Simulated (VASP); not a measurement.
**Li7F8 (a cell with a defect): relaxation of the atoms with PBE**

Li7F8 (a cell with a defect):

```
Li F
1.0
     4.06707    0.00000    4.06707
     0.00000   -4.06707    4.06707
     4.06707   -4.06707    0.00000
Li F
7 8
Direct
  0.00000 0.00000 0.50000
  0.50000 0.50000 0.50000
  0.50000 0.00000 0.50000
  0.00000 0.50000 0.00000
  0.00000 0.00000 0.00000
  0.50000 0.50000 0.00000
  0.50000 0.00000 0.00000
  0.75000 0.75000 0.25000
  0.75000 0.25000 0.25000
  0.25000 0.75000 0.25000
  0.25000 0.25000 0.25000
  0.75000 0.75000 0.75000
  0.75000 0.25000 0.75000
  0.25000 0.75000 0.75000
  0.25000 0.25000 0.75000
```

```
Program                : VASP 6.6.1
Task                   : relaxation of the atoms
Functional             : PBE
Potentials or basis    : VASP PAW PBE potentials, release 64 (Li_sv, F)
Cutoff                 : 520 eV
k mesh                 : 4 × 4 × 4
Occupations            : gaussian, width 0.05 eV
Spin                   : no spin polarisation
Dipole correction      : no
Charge                 : -1
Further INCAR settings : LREAL = Auto; ALGO = Normal; EDIFF = 1e-06; IBRION = 2; EDIFFG = -0.02; NSW = 70; NELECT = 78.0
```

```
Energy gained by relaxing    : 11.6 meV/atom
Ionic steps                  : 3
Largest force after relaxing : 0.016 eV/Å
```

Forces on the atoms (eV/Å):
```
Li   0.000  0.000  0.000
Li   0.000  0.000  0.000
Li   0.000  0.000  0.000
Li   0.000  0.000  0.000
Li   0.000  0.000  0.000
Li   0.000  0.000  0.000
Li   0.000  0.000  0.000
F    0.016  0.000  0.000
F    0.000  0.000  0.000
F    0.000  0.000 -0.016
F    0.000 -0.016  0.000
F    0.000  0.016  0.000
F    0.000  0.000  0.016
F    0.000  0.000  0.000
F   -0.016  0.000  0.000
```

The path:
```
step  energy change (eV)  largest force (eV/Å)  pressure (GPa)
   1              0.0000                0.7177            5.78
   2             -0.1175                0.4140            6.11
   3             -0.1737                0.0162            6.73
```

Final structure:
```yaml
crystal:
  lattice:
    - [4.06707, 0.00000, 4.06707]
    - [0.00000, -4.06707, 4.06707]
    - [4.06707, -4.06707, 0.00000]
  atoms:
    - { symbol: Li, position: [0.00000, 0.00000, 0.50000] }
    - { symbol: Li, position: [0.50000, 0.50000, 0.50000] }
    - { symbol: Li, position: [0.50000, 0.00000, 0.50000] }
    - { symbol: Li, position: [0.00000, 0.50000, 0.00000] }
    - { symbol: Li, position: [0.00000, 0.00000, 0.00000] }
    - { symbol: Li, position: [0.50000, 0.50000, 0.00000] }
    - { symbol: Li, position: [0.50000, 0.00000, 0.00000] }
    - { symbol: F, position: [0.73994, 0.76006, 0.23994] }
    - { symbol: F, position: [0.75000, 0.25000, 0.25000] }
    - { symbol: F, position: [0.26006, 0.76006, 0.23994] }
    - { symbol: F, position: [0.26006, 0.23994, 0.23994] }
    - { symbol: F, position: [0.73994, 0.76006, 0.76006] }
    - { symbol: F, position: [0.73994, 0.23994, 0.76006] }
    - { symbol: F, position: [0.25000, 0.75000, 0.75000] }
    - { symbol: F, position: [0.26006, 0.23994, 0.76006] }
```

Levels at points of the mesh, in eV from the Fermi level:
| k point | band 36 | band 37 | band 38 | band 39 | band 40 | band 41 | band 42 | band 43 |
| --- | --- | --- | --- | --- | --- | --- | --- | --- |
| (0.00, 0.00, 0.00) | -0.30 | -0.30 | -0.23 | -0.23 | 8.23 | 9.79 | 10.58 | 10.58 |
| (0.50, 0.00, 0.00) | -0.37 | -0.37 | -0.33 | -0.33 | 9.45 | 9.79 | 11.84 | 12.27 |
| (0.50, 0.50, 0.00) | -0.56 | -0.56 | -0.54 | -0.24 | 10.47 | 10.72 | 11.10 | 11.35 |

It took 6.5 min on 1 thread of Oxide Virtual Turin-like Processor (shared host), peak memory 0.29 GiB.

Caveat: the cell carries a net charge on a neutralising background, which shifts energy and pressure; the cell is charged against a uniform background, so pressure and absolute levels hang on convention; the cutoff is under 1.25 times the usual one of these potentials, so pressure, stress and relaxed cells hold a basis-set (Pulay) error.
